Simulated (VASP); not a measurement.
## NaI: single point with HSE06

Crystal: NaI.

```
Na I
1.0
     0.00000    3.22972    3.22972
     3.22972    0.00000    3.22972
     3.22972    3.22972    0.00000
Na I
1 1
Cartesian
  0.0000 0.0000 0.0000
  3.2297 3.2297 3.2297
```

```
Program                            : VASP 6.6.1
Task                               : single point
Functional                         : HSE06
Potentials or basis                : VASP PAW PBE potentials, release 64 (Na_pv, I)
Cutoff                             : 520 eV
k mesh                             : 4 × 4 × 4
Occupations                        : gaussian, width 0.01 eV
Spin                               : no spin polarisation
Dipole correction                  : no
Grid for exact exchange (PRECFOCK) : Normal
Further INCAR settings             : ALGO = Normal; EDIFF = 1e-06; NBANDS = 14
Share of exact exchange            : 0.25
Screening parameter                : 0.2079 1/Å
```

* Pressure: 0.3 GPa
* Band gap on the k mesh: 4.67 eV

Levels at points of the mesh, in eV from the valence-band top:
```csv
k point,band 5,band 6,band 7,band 8,band 9,band 10
"(0.00, 0.00, 0.00)",0.00,0.00,0.00,4.67,9.01,9.01
"(0.50, 0.00, 0.00)",-2.35,-0.31,-0.31,6.07,8.54,8.54
"(0.50, 0.50, 0.00)",-2.07,-0.81,-0.81,5.53,6.50,11.13
```

It took 12 min on 1 thread of Intel Xeon 8259CL (shared host), peak memory 0.32 GiB.

Caveat: the k points lie up to 0.42 Å⁻¹ apart; the PAW data sets were made with another functional, which shifts forces and pressure a little; spin-orbit coupling is left out, which moves the levels of the heavy elements.
